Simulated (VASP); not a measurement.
The system is BaS.

```
Ba S
1.0
     3.83376    0.00000    0.00000
     0.00000    3.83376    0.00000
     0.00000    0.00000    3.83376
Ba S
1 1
Direct
  0.00000 0.00000 0.00000
  0.50000 0.50000 0.50000
```

Base run:

```yaml
Program: VASP 6.6.1
Functional: HSE06
Potentials_or_basis: VASP PAW PBE potentials, release 64 (Ba_sv, S)
Cutoff: 520 eV
k_mesh: 4 × 4 × 4
Occupations: gaussian, width 0.01 eV
Spin: no spin polarisation
```

Its results: band gap on the k mesh 2.34 eV (least direct gap 2.46 eV); pressure 0.5 GPa.

Task: After a change of settings the same cell gave: band gap on the k mesh 1.42 eV (least direct gap 1.53 eV); pressure 1.3 GPa. Which change was it?
A. functional from HSE06 to PBE0; further incar settings from ALGO = Normal; EDIFF = 1e-06; NBANDS = 15 to ALGO = Normal; EDIFF = 1e-07; NBANDS = 15
B. functional from HSE06 to PBE
C. functional from HSE06 to r2SCAN

Result: B.

Caveats: the structure was generated, so it needn't be the stable form of BaS; spin-orbit coupling is left out, which moves the levels of the heavy elements; the PAW data sets were made with another functional, which shifts forces and pressure a little (at least some runs).
